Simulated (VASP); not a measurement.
Here is a VASP 6.6.1 calculation.

File POSCAR:

```
Sr2SO
1.0
    4.0432370000      0.0000000000      0.0000000000
    0.0000000000      4.0432370000      0.0000000000
    0.0000000000      0.0000000000      5.7180000000
Sr S O
2 1 1
Direct
    0.5000000000      0.5000000000      0.5000000000
    0.0000000000      0.0000000000      0.0000000000
    0.0000000000      0.0000000000      0.5000000000
    0.5000000000      0.5000000000      0.0000000000
```

INCAR.step1

```
  ALGO = Normal
  EDIFF = 1E-4
  ENCUT = 520
  GGA = PE
  ISMEAR = -1
  LASPH = T
  LCHARG = F
  LREAL = F
  LWAVE = T
  NBANDS = 24
  NELM = 60
  PREC = Accurate
  SIGMA = 0.05
```

Contents of INCAR.step2:

```
  ALGO = Normal
  EDIFF = 1E-6
  ENCUT = 520
  ISIF = 2
  ISMEAR = -1
  ISTART = 1
  LASPH = T
  LCHARG = F
  LMIXTAU = T
  LREAL = F
  LWAVE = F
  METAGGA = R2SCAN
  NBANDS = 24
  NELM = 60
  PREC = Accurate
  SIGMA = 0.05
```

Contents of KPOINTS:

```
k-points
0
Gamma
  4 4 3
```

Potentials or basis: VASP PAW PBE potentials, release 64 (Sr_sv, S, O).

The run is started by

```console
$ cat potpaw_PBE.64/Sr_sv/POTCAR potpaw_PBE.64/S/POTCAR potpaw_PBE.64/O/POTCAR > POTCAR
$ cp INCAR.step1 INCAR
$ mpirun -np 1 vasp_std > vasp.out
$ cp INCAR.step2 INCAR
$ mpirun -np 1 vasp_std > vasp.out
```

Problem. Predict the band gap on the k mesh.

Solution. 2.60 eV.

Problem. Estimate the pressure.

Solution. -0.7 GPa.

Stress tensor (GPa, compression positive):
```
-0.77  0.00  0.00
 0.00 -0.77  0.00
 0.00  0.00 -0.65
```

Caveat: the PAW data sets were made with another functional, which shifts forces and pressure a little; an odd mesh through Γ misses points on the zone boundary, where band edges can lie.
